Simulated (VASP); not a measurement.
## SiO2 (Stishovite): single point with r2SCAN

Crystal: SiO2 (Stishovite).

```
Si O
1.0
     4.26727    0.00000    0.00000
     0.00000    4.26727    0.00000
     0.00000    0.00000    2.72118
Si O
2 4
Cartesian
  0.0000 0.0000 0.0000
  2.1336 2.1336 1.3606
  1.3062 1.3062 0.0000
  0.8274 3.4399 1.3606
  2.9611 2.9611 0.0000
  3.4399 0.8274 1.3606
```

This cell differs from its parent crystal: volume changed by +6%.

| Item | Value |
| --- | --- |
| Program | VASP 6.6.1 |
| Task | single point |
| Functional | r2SCAN |
| Potentials or basis | VASP PAW PBE potentials, release 64 (Si, O) |
| Cutoff | 520 eV |
| k mesh | 6 × 6 × 8 |
| Occupations | gaussian, width 0.01 eV |
| Spin | no spin polarisation |

```yaml
Pressure: -17.1 GPa
Largest_force: 0.362 eV/Å
Band_gap_on_the_k_mesh: 5.45 eV, direct
```

Forces on the atoms (eV/Å):
```
Si   0.000  0.000  0.000
Si   0.000  0.000  0.000
O    0.256  0.256  0.000
O   -0.256  0.256  0.000
O   -0.256 -0.256  0.000
O    0.256 -0.256  0.000
```

Stress tensor (GPa, compression positive):
```
-16.11   0.00   0.00
  0.00 -16.11   0.00
  0.00   0.00 -19.14
```

Levels at points of the mesh, in eV from the valence-band top:
```
           k point  band 12  band 13  band 14  band 15  band 16  band 17  band 18  band 19  band 20  band 21
(0.00, 0.00, 0.00)    -3.00    -2.45    -0.85    -0.85     0.00     5.45     7.37     8.95     8.95    11.83
(0.50, 0.00, 0.00)    -3.67    -2.59    -2.59    -1.01    -1.01     7.87     7.87     9.58     9.58    11.66
(0.50, 0.50, 0.00)    -3.12    -2.55    -2.55    -2.13    -2.13     7.66     7.66    10.47    10.47    13.63
(0.00, 0.00, 0.50)    -4.46    -2.84    -2.84    -2.51    -2.51     9.31     9.31    13.14    13.14    13.18
(0.50, 0.00, 0.50)    -3.75    -2.17    -2.17    -1.66    -1.66     9.12     9.12    10.21    10.21    13.06
(0.50, 0.50, 0.50)    -4.34    -1.68    -1.68    -1.48    -1.48     7.41     7.41    11.53    11.53    12.47
```

Run time: 52 s on 1 thread of Intel(R) Xeon(R) 6975P-C (Granite Rapids), with other jobs on the host, peak memory 0.18 GiB.

Caveat: the PAW data sets were made with another functional, which shifts forces and pressure a little. A k mesh can miss the band edges.
